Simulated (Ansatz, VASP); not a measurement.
## SnO2 in VASP and in Ansatz

POSCAR

```
SnO2
1.0
    4.7598181028      0.0000000000      0.0000000000
    0.0000000000      4.7600576175      0.0000000000
    0.0000000000      0.0000000000      3.2007107555
Sn O
2 4
Direct
    0.5185663129      0.4814278677      0.5000000000
    0.0185663129     -0.0185721323      0.0000000000
    0.3058623572      0.3059582262      0.0000000000
    0.8058623572      0.1940417738      0.5000000000
    0.1941376428      0.8059582262      0.5000000000
    0.6941376428      0.6940417738      0.0000000000
```

Contents of INCAR.step1:

```
PREC     = Accurate       # precision mode
ENCUT    = 520            # plane-wave cutoff, eV
ISMEAR   = 0              # smearing method
SIGMA    = 0.05           # smearing width, eV
LREAL    = False          # projectors in reciprocal space
LASPH    = True           # aspherical terms in the spheres
NELM     = 80             # most SCF steps
NBANDS   = 35             # bands
GGA      = PE             # functional
ALGO     = Normal         # electronic algorithm
EDIFF    = 1E-4           # SCF threshold, eV
LWAVE    = True           # write WAVECAR
LCHARG   = False          # write CHGCAR
```

INCAR.step2

```
PREC     = Accurate       # precision mode
ENCUT    = 520            # plane-wave cutoff, eV
EDIFF    = 1E-6           # SCF threshold, eV
ISMEAR   = 0              # smearing method
SIGMA    = 0.05           # smearing width, eV
LREAL    = False          # projectors in reciprocal space
LASPH    = True           # aspherical terms in the spheres
NELM     = 80             # most SCF steps
ALGO     = Normal         # electronic algorithm
ISIF     = 2              # what is computed and relaxed
LWAVE    = False          # write WAVECAR
LCHARG   = True           # write CHGCAR
METAGGA  = R2SCAN         # meta-GGA
LMIXTAU  = True         
LELF     = True           # ELF
LVHAR    = True         
NBANDS   = 35             # bands
ISTART   = 1
```

File KPOINTS:

```
regular mesh
0
Gamma
  6 6 8
```

Input for Ansatz:

```yaml
crystal:
  lattice:
    - [4.7598181028, 0.0, 0.0]
    - [0.0, 4.7600576175, 0.0]
    - [0.0, 0.0, 3.2007107555]
  atoms:
    - { symbol: Sn, position: [0.5185663129, 0.4814278677, 0.5] }
    - { symbol: Sn, position: [0.0185663129, -0.0185721323, 0.0] }
    - { symbol: O, position: [0.3058623572, 0.3059582262, 0.0] }
    - { symbol: O, position: [0.8058623572, 0.1940417738, 0.5] }
    - { symbol: O, position: [0.1941376428, 0.8059582262, 0.5] }
    - { symbol: O, position: [0.6941376428, 0.6940417738, 0.0] }
basis:
  ecutwfc: 500
kpoints:
  mp_grid: { grid: [6, 6, 8] }
hamiltonian:
  xc: r2scan
scf:
  occupations: { method: gaussian, width: 0.05 }
output:
  forces: true
  stress: true
  eigenvalues: true
```

Change from the starting cell: all Sn atoms moved +0.125 Å, as atom 1 towards its neighbour atom 4 (O) at 2.059 Å.

Alike in both runs: task single point; functional r2SCAN; k mesh 6 × 6 × 8; occupations gaussian, width 0.05 eV; no spin polarisation.

|  | VASP | Ansatz |
| --- | --- | --- |
| version | VASP 6.6.1 | Ansatz 0.2.0 |
| potentials or method | VASP PAW PBE potentials, release 64 (Sn_d, O), cutoff 520 eV | scalar-relativistic, plane waves, PAW |
| valence electrons in the cell | 52 | 52 |

|  | VASP | Ansatz | Ansatz less VASP |
| --- | --- | --- | --- |
| gap on the k mesh at the Fermi level (eV) | 1.81 | 1.78 | -0.023 |
| least direct gap on the mesh (eV) | 1.81 | 1.78 | -0.023 |
| pressure (GPa) | 2.9 | 1.8 | -1.12 |
| traceless stress, the component that is largest in VASP (GPa) | -2.59 | -2.55 | +0.041 |
| rms of the force components (eV/Å) | 0.958 | 0.922 | -0.0366 |

VASP's potentials were made for PBE, not for r2SCAN. Atom by atom the forces differ by 0.039 eV/Å (rms over components). The functional is the same, so the differences come from potentials, cutoffs and numerics.
